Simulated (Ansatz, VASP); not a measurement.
Two plane-wave programs on GaSb3

```
Ga Sb
1.0
     4.68281    0.00000    0.00000
     0.00000    4.68281    0.00000
     0.00000    0.00000    4.63467
Ga Sb
1 3
Direct
  0.00000 0.00000 0.00000
  0.00000 0.50000 0.50000
  0.50000 0.00000 0.50000
  0.50000 0.50000 0.00000
```

Alike in both runs: task relaxation of cell and atoms; functional PBE; k mesh 10 × 10 × 10; occupations gaussian, width 0.1 eV; no spin polarisation.

```csv
,VASP,Ansatz
version,VASP 6.6.1,Ansatz 0.2.0
potentials or method,"VASP PAW PBE potentials, release 64 (Ga_d, Sb_d_GW), cutoff 500 eV","scalar-relativistic, plane waves, PAW"
valence electrons in the cell,58,58
```

VASP gave:

```
gap on the k mesh at the Fermi level, each at its own relaxed structure (eV) : none
relaxed volume (Å³/atom)                                                     : 26.26
relaxed cell length with the largest relative difference (Å)                 : 4.686
```

Q: Estimate Ansatz's values.

A: gap on the k mesh at the Fermi level, each at its own relaxed structure (eV): none; relaxed volume (Å³/atom): 26.29; relaxed cell length with the largest relative difference (Å): 4.484.

A gap of «none» marks a metal or a gap that the smearing closes.

Spin-orbit coupling is off throughout.
